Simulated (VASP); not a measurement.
**TaN: single point with PBEsol**

Crystal: TaN.

```xyz
2
Lattice="0.0000 2.1790 2.1790 2.2008 0.0000 2.1790 2.2008 2.1790 0.0000" Properties=species:S:1:pos:R:3 pbc="T T T"
Ta    2.2008    2.1790    2.1790
N     0.0000    0.0000    0.0000
```

This cell differs from its parent crystal: strain +0.0100 x Voigt [1, 0, 0, 0, 0, 0].

```json
{
  "Program": "VASP 6.6.1",
  "Task": "single point",
  "Functional": "PBEsol",
  "Potentials or basis": "VASP PAW PBE potentials, release 64 (Ta_sv_GW, N)",
  "Cutoff": "700 eV",
  "k mesh": "18 × 18 × 18",
  "Occupations": "gaussian, width 0.15 eV",
  "Spin": "no spin polarisation"
}
```

```json
{
 "Pressure": "0.9 GPa",
 "Band gap on the k mesh": "zero (bands 9 and 10 overlap by 4.06 eV)"
}
```

Stress tensor (GPa, compression positive):
```
-3.34  0.00  0.00
 0.00  2.98  0.00
 0.00  0.00  2.98
```

Levels at points of the mesh, in eV from the Fermi level:
| k point | band 5 | band 6 | band 7 | band 8 | band 9 | band 10 | band 11 | band 12 | band 13 | band 14 |
| --- | --- | --- | --- | --- | --- | --- | --- | --- | --- | --- |
| (0.00, 0.00, 0.00) | -18.94 | -3.88 | -3.84 | -3.84 | -2.26 | -2.14 | -2.14 | -0.06 | 0.10 | 1.69 |
| (0.50, 0.00, 0.00) | -15.77 | -10.55 | -7.72 | -7.72 | 1.92 | 1.99 | 2.07 | 3.82 | 7.60 | 7.87 |
| (0.50, 0.50, 0.00) | -17.67 | -6.63 | -5.62 | -4.70 | -4.65 | 2.14 | 3.60 | 3.74 | 4.76 | 6.95 |
| (0.00, 0.50, 0.50) | -17.68 | -6.74 | -5.61 | -4.62 | -4.62 | 2.14 | 3.66 | 3.66 | 4.72 | 6.88 |

It took 2.6 min on 1 thread of AMD EPYC 9R45 96-Core Processor (Zen 5) (shared host), peak memory 0.37 GiB.

Caveat: the cell differs from its parent crystal (strain +0.0100 x Voigt [1, 0, 0, 0, 0, 0]); the stress differs along the axes, from -3 to 3 GPa; the PAW data sets were made with another functional, which shifts forces and pressure a little; spin-orbit coupling is left out, which moves the levels of the heavy elements.
